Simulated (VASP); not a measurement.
Wanted: the native input for a VASP 6.6.1 run.

```
Task                   : single point
Functional             : PBE
Potentials or basis    : VASP PAW PBE potentials, release 64 (Te, Pb_d)
Cutoff                 : 520 eV
k mesh                 : 8 × 8 × 8
Occupations            : gaussian, width 0.02 eV
Spin                   : no spin polarisation
Dipole correction      : no
Further INCAR settings : ALGO = Normal; EDIFF = 1e-06; NBANDS = 17
```

The structure of TePb lies in POSCAR:

```
TePb
1.0
    0.0000000000      3.1016310500      3.1500360500
    3.1500360500      0.0000000000      3.1500360500
    3.1500360500      3.1016310500      0.0000000000
Te Pb
1 1
Direct
    0.5092965603      0.4907034397      0.5092965603
   -0.0092965603      0.0092965603     -0.0092965603
```

This cell differs from its parent crystal: strained and its atoms moved.

One way to write it, as run:

INCAR

```
SYSTEM = TePb
ALGO = Normal ; EDIFF = 1E-6
ENCUT = 520 ; GGA = PE
ISIF = 2 ; ISMEAR = 0
LASPH = .TRUE. ; LCHARG = .FALSE.
LREAL = .FALSE. ; LWAVE = .FALSE.
NBANDS = 17 ; NELM = 100
PREC = Accurate ; SIGMA = 0.02
```

KPOINTS

```
k-points
0
G
  8 8 8
  0 0 0
```

Potentials or basis: VASP PAW PBE potentials, release 64 (Te, Pb_d).

The run is started by

```sh
$ cat potpaw_PBE.64/Te/POTCAR potpaw_PBE.64/Pb_d/POTCAR > POTCAR
$ mpirun -np 1 vasp_std > vasp.out
```

Results of the run:

* Pressure: 7.7 GPa
* Largest force: 0.284 eV/Å
* Band gap on the k mesh: 0.60 eV, direct

Caveat: the cell differs from its parent crystal (strained and its atoms moved); spin-orbit coupling is left out, which moves the levels of the heavy elements.

Wall time 26 s on 1 thread of Intel(R) Xeon(R) 6975P-C (Granite Rapids), with other jobs on the host, peak memory 0.23 GiB.
